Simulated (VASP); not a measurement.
Runs of VASP 6.6.1 on AlAsPd3. The structure is that of space group P4/mmm (No. 123), or close to it. The cells are those of the table. The cell was built from a structure type or drawn by symmetry, and may not be a known phase.

```csv
task,cell,k mesh,cutoff (eV),gap on the mesh (eV),pressure (GPa),relaxed volume (Å³/atom)
single point,"a = 4.627, b = 4.627, c = 4.623 Å, 5 atoms",4 × 4 × 4,520,none,0.2,-
single point,"a = 4.628, b = 4.628, c = 4.635 Å, 5 atoms",8 × 8 × 8,520,none,0.2,-
single point,"a = 4.148, b = 4.148, c = 4.833 Å, 5 atoms",4 × 4 × 4,520,none,(a),-
relaxation of cell and atoms,"relaxed from a = 4.627, b = 4.627, c = 4.623 Å, 5 atoms",8 × 8 × 8,600,none,0.0,19.89
relaxation of cell and atoms,"relaxed from a = 4.148, b = 4.148, c = 4.833 Å, 5 atoms",4 × 4 × 4,600,none,0.1,19.83
```

Alike in all rows: level PBE; potentials or basis VASP PAW PBE potentials, release 64 (Al, As, Pd); no spin polarisation; smearing gaussian 0.1 eV.

Question: Fill in the values left out.

Answer: (a) 34.1.

Caveats: some runs use coarse meshes; the volume moved by over 15 % at a fixed basis, so the end points are rough (at least some runs).

A k mesh can miss the band edges, and the runs leave out spin-orbit coupling on As, Pd.

A gap of «none» marks levels without a gap at the run's occupations.
